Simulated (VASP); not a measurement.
Crystal: Pt2C3.

```
Pt C
1.0
     3.37825    0.00000    0.00000
    -1.68913    2.92565    0.00000
     0.00000    0.00000    5.25601
Pt C
2 3
Direct
  0.33333 0.66667 0.24500
  0.66667 0.33333 0.75500
  0.00000 0.00000 0.00000
  0.33333 0.66667 0.64500
  0.66667 0.33333 0.35500
```

```yaml
Program: VASP 6.6.1
Task: relaxation of cell and atoms
Functional: PBE
Potentials_or_basis: VASP PAW PBE potentials, release 64 (Pt, C)
Cutoff: 600 eV
k_mesh: 6 × 6 × 4
Occupations: gaussian, width 0.1 eV
Spin: no spin polarisation
```

At the start: pressure 17.2 GPa; volume 10.39 Å³/atom.

Problem. Where does the relaxation end?

Solution. Over 11 steps the energy falls by 100.7 meV/atom and the volume is 10.83 Å³/atom (+4.3 %); space group P-3m1 (No. 164, to 0.1 Å) before and after.

Step by step:
```
step  energy change (eV)  largest force (eV/Å)  pressure (GPa)  volume (Å³)
   1              0.0000                2.1725           17.19        51.95
   2              0.0860                0.8685          -21.25        60.77
   3             -0.3360                0.5959           -5.10        55.83
   4             -0.3365                0.6541           -4.43        55.68
   5             -0.4536                0.2752           -1.99        54.56
   6             -0.4609                0.5346           -1.01        54.23
   7             -0.4886                0.1912            2.39        53.57
   8             -0.4896                0.1942            3.16        53.43
   9             -0.5026                0.1184           -0.13        54.17
  10             -0.5026                0.1134           -0.02        54.15
  11             -0.5033                0.0090           -0.21        54.16
```

Final structure:
```yaml
crystal:
  lattice:
    - [3.32929, 0.00000, 0.00000]
    - [-1.66465, 2.88325, 0.00000]
    - [0.00000, 0.00000, 5.64181]
  atoms:
    - { symbol: Pt, position: [0.33333, 0.66667, 0.23139] }
    - { symbol: Pt, position: [0.66667, 0.33333, 0.76861] }
    - { symbol: C, position: [0.00000, 0.00000, 0.00000] }
    - { symbol: C, position: [0.33333, 0.66667, 0.62833] }
    - { symbol: C, position: [0.66667, 0.33333, 0.37167] }
```
